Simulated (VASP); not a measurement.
Al2Cl2F:

```
Al Cl F
1.0
    -2.19182    2.81972    4.33254
     2.19182   -2.81972    4.33254
     2.19182    2.81972   -4.33254
Al Cl F
2 2 1
Direct
  0.26695 0.50000 0.76695
  0.73305 0.50000 0.23305
  0.70276 0.20276 0.50000
  0.29724 0.79724 0.50000
  0.00000 0.00000 0.00000
```

The cell was built from a structure type or drawn by symmetry, and may not be a known phase.

| Property | Result |
| --- | --- |
| Program | VASP 6.6.1 |
| Task | relaxation of cell and atoms |
| Functional | PBE |
| Potentials or basis | VASP PAW PBE potentials, release 64 (Al, Cl, F) |
| Cutoff | 600 eV |
| k mesh | 6 × 6 × 6 |
| Occupations | gaussian, width 0.1 eV |
| Spin | no spin polarisation |

At the start: pressure -6.9 GPa; volume 21.42 Å³/atom.

Where does the relaxation end?

Over 16 steps the energy falls by 178.0 meV/atom and the volume is 18.52 Å³/atom (-13.5 %); space group Immm (No. 71, to 0.1 Å) before and after.

The path:
```
step  energy change (eV)  largest force (eV/Å)  pressure (GPa)  volume (Å³)
   1              0.0000                0.8564           -6.88       107.11
   2             -0.5453                0.6041           -2.65        93.45
   3             -0.6223                0.5912            0.59        87.71
   4             -0.6225                0.5894            0.92        87.24
   5             -0.6788                0.4648            0.82        87.46
   6             -0.7112                0.4995            0.91        87.76
   7             -0.7524                0.2943           -0.41        89.74
   8             -0.7589                0.2901           -1.00        90.82
   9             -0.7995                0.2621           -0.44        90.34
  10             -0.8510                0.1995            1.90        88.83
  11             -0.8531                0.2192            1.37        89.14
  12             -0.8793                0.0384            0.68        91.11
  13             -0.8819                0.0631            0.48        91.96
  14             -0.8876                0.0642           -0.24        92.91
  15             -0.8877                0.0736           -0.35        93.04
  16             -0.8902                0.0380           -0.14        92.61
```

Final structure:
```
CELL_PARAMETERS angstrom
-1.94478 2.79101 4.26564
1.94478 -2.79101 4.26564
1.94478 2.79101 -4.26564
ATOMIC_POSITIONS crystal
Al 0.25576 0.50000 0.75576
Al 0.74424 0.50000 0.24424
Cl 0.75563 0.25563 0.50000
Cl 0.24437 0.74437 0.50000
F 0.00000 0.00000 0.00000
```

Caveat: an odd number of electrons without spin polarisation forces a metal; a magnetic or distorted state may lie lower.
